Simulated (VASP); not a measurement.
# Ag (I4/mmm) in VASP: a series of runs

Runs on Ag. Level: PBE. Tasks: electric field gradients.

Everything below comes from runs of VASP 6.6.1. Logs are shortened: lines on timing, memory, paths and dates and some standing lists are left out, and cuts for length are marked.

## Step 1: The cell of the first run

Symmetry: I4/mmm, No. 139, tetragonal system. The conventional cell has a = 2.889 Å, b = 2.889 Å, c = 4.004 Å, α = 90.00°, β = 90.00°, γ = 90.00°. Within 3.8 Å of Ag (site symmetry 4/mmm) lie 12 Ag at 2.86 to 2.89 Å.

## Step 2: Electric field gradients, PBE (zz strain of -2 %)

INCAR reads:

```
  PREC = Accurate
  ENCUT = 520
  EDIFF = 1E-8
  ISMEAR = -1
  SIGMA = 0.05
  LREAL = False
  LASPH = True
  NELM = 80
  ALGO = Normal
  ISIF = 2
  LWAVE = False
  LCHARG = False
  GGA = PE
  LEFG = True
  NBANDS = 12
```

KPOINTS reads:

```
Automatic mesh
0
Gamma
  15 15 15
```

POSCAR reads:

```
Ag
1.0
    0.0000000000      2.0431000000      2.0022380000
    2.0431000000      0.0000000000      2.0022380000
    2.0431000000      2.0431000000      0.0000000000
Ag
1
Direct
    0.0000000000      0.0000000000      0.0000000000
```

Potentials or basis: VASP PAW PBE potentials, release 64 (Ag).

Command:

```bash
$ cat potpaw_PBE.64/Ag/POTCAR > POTCAR
$ mpirun -np 1 vasp_std > vasp.out
```

OUTCAR:

```text
PREC = Accurate
   ENCUT = 520
   EDIFF = 1E-8
   ISMEAR = -1
   LREAL = False
   LASPH = True
   NELM = 80
   ISIF = 2
   GGA = PE

 ion  position               nearest neighbor table
   1  0.000  0.000  0.000-

  LATTYP: Found a body centered tetragonal cell.
 ALAT       =     2.8893797293
 C/A-ratio  =     1.3859292911

  Lattice vectors:

 A1 = (   0.0000000000,  -2.0431000000,  -2.0022380000)
 A2 = (   0.0000000000,   2.0431000000,  -2.0022380000)
 A3 = (   2.0431000000,   0.0000000000,   2.0022380000)

Analysis of symmetry for initial positions (statically):
=====================================================================
 Subroutine PRICEL returns:
 Original cell was already a primitive cell.

 Routine SETGRP: Setting up the symmetry group for a
 body centered tetragonal supercell.

 Subroutine GETGRP returns: Found 16 space group operations
 (whereof 16 operations were pure point group operations)
 out of a pool of 16 trial point group operations.

The static configuration has the point symmetry D_4h.

Analysis of symmetry for dynamics (positions and initial velocities):
=====================================================================
 Subroutine PRICEL returns:
 Original cell was already a primitive cell.

 Routine SETGRP: Setting up the symmetry group for a
 body centered tetragonal supercell.

 Subroutine GETGRP returns: Found 16 space group operations
 (whereof 16 operations were pure point group operations)
 out of a pool of 16 trial point group operations.

The dynamic configuration has the point symmetry D_4h.

 Subroutine INISYM returns: Found 16 space group operations
 (whereof 16 operations are pure point group operations),
 and found     1 'primitive' translations

----------------------------------------------------------------------------------------

                                     Primitive cell

  volume of cell :      16.7157

  direct lattice vectors                    reciprocal lattice vectors
     0.000000000  2.043100000  2.002238000    -0.244726151  0.244726151  0.249720563
     2.043100000  0.000000000  2.002238000     0.244726151 -0.244726151  0.249720563
     2.043100000  2.043100000  0.000000000     0.244726151  0.244726151 -0.249720563

  length of vectors
     2.860631857  2.860631857  2.889379729     0.426781136  0.426781136  0.426781136

  position of ions in fractional coordinates (direct lattice)
     0.000000000  0.000000000  0.000000000

  ion indices of the primitive-cell ions
   primitive index   ion index
                 1           1

----------------------------------------------------------------------------------------

 KPOINTS: Automatic mesh

Automatic generation of k-mesh.
 Grid dimensions read from file:
 generate k-points for:   15   15   15

 Generating k-lattice:

  Cartesian coordinates                     Fractional coordinates (reciprocal lattice)
    -0.016315077  0.016315077  0.016648038     0.066666667  0.000000000  0.000000000
     0.016315077 -0.016315077  0.016648038     0.000000000  0.066666667  0.000000000
     0.016315077  0.016315077 -0.016648038    -0.000000000 -0.000000000  0.066666667

  Length of vectors
     0.028452076  0.028452076  0.028452076

  Shift w.r.t. Gamma in fractional coordinates (k-lattice)
     0.000000000  0.000000000  0.000000000

 Subroutine IBZKPT returns following result:
 ===========================================

 Found    288 irreducible k-points:

 Following reciprocal coordinates:
            Coordinates               Weight
  0.000000  0.000000  0.000000      1.000000
  0.066667 -0.000000  0.000000      8.000000
  0.133333  0.000000  0.000000      8.000000
  0.200000  0.000000  0.000000      8.000000
  0.266667  0.000000  0.000000      8.000000
  0.333333  0.000000  0.000000      8.000000
[... 16 lines left out ...]
  0.133333  0.133333  0.000000      2.000000
  0.200000  0.133333  0.000000      8.000000
 [... further k-points ...]
   k-points           NKPTS =    288   k-points in BZ     NKDIM =    288   number of bands    NBANDS=     12
   number of dos      NEDOS =    301   number of ions     NIONS =      1
   total plane-waves  NPLWV =  13824
   dimension x,y,z NGX =    24 NGY =   24 NGZ =   24
   dimension x,y,z NGXF=    48 NGYF=   48 NGZF=   48
   ions per type =               1
   NGX,Y,Z   is equivalent  to a cutoff of  13.95, 13.95, 13.81 a.u.
   NGXF,Y,Z  is equivalent  to a cutoff of  27.90, 27.90, 27.62 a.u.
 SYSTEM =  unknown system
   PREC   = accura    normal or accurate (medium, high low for compatibility)
   ISTART =      0    job   : 0-new  1-cont  2-samecut
   ICHARG =      2    charge: 1-file 2-atom 10-const
   ISPIN  =      1    spin polarized calculation?
   LNONCOLLINEAR =      F non collinear calculations
   LSORBIT =      F    spin-orbit coupling
   LASPH  =      T    aspherical Exc in radial PAW
   ENCUT  =  520.0 eV  38.22 Ry    6.18 a.u.   5.32  5.32  5.37*2*pi/ulx,y,z
   NELM   =     80;   NELMIN=  2; NELMDL= -5     # of ELM steps
   EDIFF  = 0.1E-07   stopping-criterion for ELM
   LREAL  =      F    real-space projection
   EDIFFG = 0.1E-06   stopping-criterion for IOM
   NSW    =      0    number of steps for IOM
   IBRION =     -1    ionic relax: 0-MD 1-quasi-New 2-CG
   NFREE  =      0    steps in history (QN), initial steepest desc. (CG)
   ISIF   =      2    stress and relaxation
   ISYM   =      2    0-nonsym 1-usesym 2-fastsym
   POTIM  = 0.5000    time-step for ionic-motion
   TEBEG  =    0.0;   TEEND  =   0.0 temperature during run
   PSTRESS=    0.0 pullay stress
   NELECT =      11.0000    total number of electrons
   NUPDOWN=      -1.0000    fix difference up-down
   EMIN   =  10.00;   EMAX   =-10.00  energy-range for DOS
   EFERMI =   0.00;   METHOD = LEGACY
   ISMEAR =    -1;   SIGMA  =   0.05  broadening in eV -4-tet -1-fermi 0-gaus
   EFERMI_NEDOS =   21; number of points for ismear=-14 and -15
   IALGO  =     38    algorithm
   IMIX   =      4    mixing-type and parameters
     AMIX     =   0.40;   BMIX     =  1.00
     AMIX_MAG =   1.60;   BMIX_MAG =  1.00
  volume/ion in A,a.u.               =      16.72       112.80
  Fermi-wavevector in a.u.,A,eV,Ry     =   1.423959  2.690892 27.587969  2.027659
  Thomas-Fermi vector in A             =   2.544501
   LORBIT       =      0    0 simple, 1 ext, 2 COOP (PROOUT), +10 PAW based schemes
   GGA     = PE    functional components
   LHFCALC =     F    Hartree Fock is set to
   AEXX    =    0.0000 exact exchange contribution
   IVDW    =     0    specifies the selected vdW correction
   LEPSILON=     F    determine dielectric tensor
   LRPA    =     F    only Hartree local field effects (RPA)
 non-spin polarized calculation
  energy-cutoff  :      520.00
  volume of cell :       16.72
 maximum number of plane-waves:       463
 NGX is ok and might be reduce to    24
   NGX = 11   NGY = 11   NGZ = 11

 number of electron      11.0000001 magnetization

 Free energy of the ion-electron system (eV)
  ---------------------------------------------------
  ext. energy  EPLUGINS =         0.00000000
  ---------------------------------------------------
  free energy    TOTEN  =        -2.69281687 eV

  energy without entropy =       -2.68977083  energy(sigma->0) =       -2.69129385

 E-fermi :   8.8613     XC(G=0): -12.3294

 val. band max:        8.8322013574   @ k =  -0.4000   0.1333   0.0000
 cond. band min:       8.8726706974   @ k =   0.4667  -0.0000   0.2667
 fundamental gap:      0.0404693399
 Fermi energy:         8.8613128071

 k-point     1 :       0.0000    0.0000    0.0000
  band No.  band energies     occupation
      1       0.7938      2.00000
      2       3.7827      2.00000
      3       3.7827      2.00000
      4       3.9126      2.00000
      5       4.8277      2.00000
      6       4.9604      2.00000
      7      24.7814      0.00000
      8      28.3756      0.00000
      9      28.3756      0.00000
     10      28.6657      0.00000
     11      33.3278      0.00000
     12      34.4370      0.00000
[... 331 lines left out ...]
 k-point    24 :       0.2000    0.1333    0.0000
  band No.  band energies     occupation
      1       1.9721      2.00000
      2       3.4739      2.00000
      3       4.1829      2.00000
      4       4.1880      2.00000
      5       4.6843      2.00000
      6       5.0446      2.00000
      7      23.9067      0.00000
      8      25.4428      0.00000
      9      25.9308      0.00000
     10      27.4784      0.00000
     11      31.6796      0.00000
     12      34.1606      0.00000

 [... further k-points ...]

------------------------ aborting loop because EDIFF is reached ----------------------------------------

  FORCE on cell =-STRESS in cart. coord.  units (eV):
  Direction    XX          YY          ZZ          XY          YZ          ZX
  --------------------------------------------------------------------------------------
  -------------------------------------------------------------------------------------
  Total        0.7151675      0.7151675      0.7276697      0.0000000     -0.0000000      0.0000000
  in kB       68.5477857     68.5477857     69.7461040      0.0000000     -0.0000000      0.0000000
  external PRESSURE =      68.9472252 kB  Pullay stress =       0.0000000 kB

 VOLUME and BASIS-vectors are now :
 -----------------------------------------------------------------------------
  energy-cutoff  :      520.00
  volume of cell :       16.72
      direct lattice vectors                 reciprocal lattice vectors
     0.000000000  2.043100000  2.002238000    -0.244726151  0.244726151  0.249720563
     2.043100000  0.000000000  2.002238000     0.244726151 -0.244726151  0.249720563
     2.043100000  2.043100000  0.000000000     0.244726151  0.244726151 -0.249720563

 POSITION                                       TOTAL-FORCE (eV/Angst)
 -----------------------------------------------------------------------------------
      0.00000      0.00000      0.00000         0.000000      0.000000      0.000000
 -----------------------------------------------------------------------------------
    total drift:                               -0.000000      0.000000      0.000000

  FREE ENERGIE OF THE ION-ELECTRON SYSTEM (eV)
  ---------------------------------------------------
  free  energy   TOTEN  =        -2.6928168685 eV

  energy  without entropy=       -2.6897708327  energy(sigma->0) =       -2.69129385

 Electric field gradients (V/A^2)
---------------------------------------------------------------------
 ion       V_xx      V_yy      V_zz      V_xy      V_xz      V_yz
---------------------------------------------------------------------
   1      -0.675    -0.675     1.350     0.000     0.001     0.001
---------------------------------------------------------------------

 Electric field gradients after diagonalization (V/A^2)
 (convention: |V_zz| > |V_xx| > |V_yy|)
----------------------------------------------------------------------
 ion       V_xx      V_yy      V_zz     asymmetry (V_yy - V_xx)/ V_zz
----------------------------------------------------------------------
   1      -0.675    -0.675     1.350       0.000
----------------------------------------------------------------------

           NMR quadrupolar parameters

 Cq : quadrupolar parameter    Cq=e*Q*V_zz/h
 eta: asymmetry parameters     (V_yy - V_xx)/ V_zz
 Q  : nuclear electric quadrupole moment in mb (millibarn)
----------------------------------------------------------------------
 ion       Cq(MHz)       eta       Q (mb)
----------------------------------------------------------------------
   1       0.003       0.000       1.000
----------------------------------------------------------------------
```

Run time: 17 s. Hardware: 1 thread of Intel Xeon 6975P-C (Granite Rapids), shared host; peak memory 0.17 GiB.

Results:

| Quantity | Value |
| --- | --- |
| Free energy | -2.6928 eV |
| Pressure | 6.9 GPa |
| Band gap on the k mesh | zero (an odd number of electrons rules out a gap without spin polarisation) |
| Largest electric field gradient by atom | Ag +1.4 V/Å² |

Stress tensor (GPa, compression positive):
```
6.85 0.00 0.00
0.00 6.85 0.00
0.00 0.00 6.97
```

Electric field gradients, principal values (V/Å²):
```
atom   least  middle  greatest (by size)
1 Ag  -0.675  -0.675               1.350
```

Caveat: the cell differs from its parent crystal (zz strain of -2 %); the cell stands under pressure; without QUAD_EFG the Cq values of the log hold for a quadrupole moment of 1 mb, not for the nuclei.

## Step 3: Electric field gradients, PBE (zz strain of +1 %)

INCAR reads:

```
PREC = Accurate
ENCUT = 520
EDIFF = 1E-8
ISMEAR = -1
SIGMA = 0.05
LREAL = False
LASPH = True
NELM = 100
ALGO = Normal
ISIF = 2
LWAVE = False
LCHARG = False
GGA = PE
LEFG = True
NBANDS = 12
```

KPOINTS is that of step 2.

POSCAR reads:

```
Ag
1.0
    0.0000000000      2.0431000000      2.0635310000
    2.0431000000      0.0000000000      2.0635310000
    2.0431000000      2.0431000000      0.0000000000
Ag
1
Direct
    0.0000000000      0.0000000000      0.0000000000
```

Potentials or basis: VASP PAW PBE potentials, release 64 (Ag).

Command:

```bash
$ cat potpaw_PBE.64/Ag/POTCAR > POTCAR
$ mpirun -np 1 vasp_std > vasp.out
```

OUTCAR:

```text
PREC = Accurate
   ENCUT = 520
   EDIFF = 1E-8
   ISMEAR = -1
   LREAL = False
   LASPH = True
   NELM = 100
   ISIF = 2
   GGA = PE

 ion  position               nearest neighbor table
   1  0.000  0.000  0.000-

  LATTYP: Found a body centered tetragonal cell.
 ALAT       =     2.8893797293
 C/A-ratio  =     1.4283556980

  Lattice vectors:

 A1 = (  -2.0431000000,   0.0000000000,   2.0635310000)
[... 566 lines left out ...]
 -----------------------------------------------------------------------------------
    total drift:                               -0.000000      0.000000     -0.000000

  FREE ENERGIE OF THE ION-ELECTRON SYSTEM (eV)
  ---------------------------------------------------
  free  energy   TOTEN  =        -2.7091577001 eV

  energy  without entropy=       -2.7057059478  energy(sigma->0) =       -2.70743182

 Electric field gradients (V/A^2)
---------------------------------------------------------------------
 ion       V_xx      V_yy      V_zz      V_xy      V_xz      V_yz
---------------------------------------------------------------------
   1       0.321     0.321    -0.643     0.001     0.001     0.001
---------------------------------------------------------------------

 Electric field gradients after diagonalization (V/A^2)
 (convention: |V_zz| > |V_xx| > |V_yy|)
----------------------------------------------------------------------
 ion       V_xx      V_yy      V_zz     asymmetry (V_yy - V_xx)/ V_zz
----------------------------------------------------------------------
   1       0.322     0.320    -0.643       0.003
----------------------------------------------------------------------

           NMR quadrupolar parameters

 Cq : quadrupolar parameter    Cq=e*Q*V_zz/h
 eta: asymmetry parameters     (V_yy - V_xx)/ V_zz
 Q  : nuclear electric quadrupole moment in mb (millibarn)
----------------------------------------------------------------------
 ion       Cq(MHz)       eta       Q (mb)
----------------------------------------------------------------------
   1      -0.002       0.003       1.000
----------------------------------------------------------------------
```

stdout:

```text
POSCAR found type information on POSCAR Ag
 POSCAR found :  1 types and       1 ions
 scaLAPACK will be used
 LDA part: xc-table for (Slater+PW92), standard interpolation
 POSCAR, INCAR and KPOINTS ok, starting setup
 FFT: planning ... GRIDC
 FFT: planning ... GRID_SOFT
 FFT: planning ... GRID
 WAVECAR not read
 entering main loop
ion   1
```

It took 18 s on 1 thread of Intel Xeon 6975P-C (Granite Rapids), shared host; peak memory 0.18 GiB.

What came out:

```yaml
Free_energy: -2.7092 eV
Pressure: 3.3 GPa
Band_gap_on_the_k_mesh: zero (an odd number of electrons rules out a gap without spin polarisation)
Largest_electric_field_gradient_by_atom: Ag -0.6 V/Å²
```

Stress tensor (GPa, compression positive):
```
3.32 0.00 0.00
0.00 3.32 0.00
0.00 0.00 3.24
```

Levels at points of the mesh, in eV from the Fermi level:
| k point | band 3 | band 4 | band 5 | band 6 | band 7 | band 8 | band 9 | band 10 |
| --- | --- | --- | --- | --- | --- | --- | --- | --- |
| (0.00, 0.00, 0.00) | -4.89 | -4.89 | -3.93 | -3.87 | 15.86 | 19.29 | 19.42 | 19.42 |

Electric field gradients, principal values (V/Å²):
```csv
atom,least,middle,greatest (by size)
1 Ag,0.320,0.322,-0.643
```

Caveat: the cell differs from its parent crystal (zz strain of +1 %); the cell stands under pressure; without QUAD_EFG the Cq values of the log hold for a quadrupole moment of 1 mb, not for the nuclei.

[end of part 1 of 2]
